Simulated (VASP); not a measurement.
**PbSe: single point with PBE**

PbSe:

```
Pb Se
1.0
     0.00000    3.42320    3.42320
     3.42320    0.00000    3.42320
     3.42320    3.42320    0.00000
Pb Se
1 1
Direct
  0.00000 0.00000 0.00000
  0.25000 0.25000 0.25000
```

- Program: VASP 6.6.1
- Task: single point
- Functional: PBE
- Potentials or basis: VASP PAW PBE potentials, release 64 (Pb_d, Se)
- Cutoff: 500 eV
- k mesh: 2 × 2 × 2
- Occupations: gaussian, width 0.01 eV
- Spin: no spin polarisation
- Dipole correction: no
- Further INCAR settings: ALGO = Normal; EDIFF = 1e-06; NBANDS = 17

```
Pressure               : -0.3 GPa
Band gap on the k mesh : 1.17 eV, direct
```

Levels at points of the mesh, in eV from the valence-band top:
| k point | band 8 | band 9 | band 10 | band 11 | band 12 | band 13 |
| --- | --- | --- | --- | --- | --- | --- |
| (0.00, 0.00, 0.00) | -1.10 | -1.10 | -1.10 | 2.64 | 2.64 | 2.64 |
| (0.50, 0.00, 0.00) | -1.63 | -1.63 | -1.49 | 3.40 | 3.40 | 4.18 |
| (0.50, 0.50, 0.00) | -2.32 | -2.32 | 0.00 | 1.17 | 5.38 | 5.38 |

Wall time 9.6 s on 1 thread of Intel Xeon 6975P-C, with other jobs on the host, peak memory 0.2 GiB.

Caveat: the k points lie up to 0.79 Å⁻¹ apart; spin-orbit coupling is left out, which moves the levels of the heavy elements. A k mesh can miss the band edges.
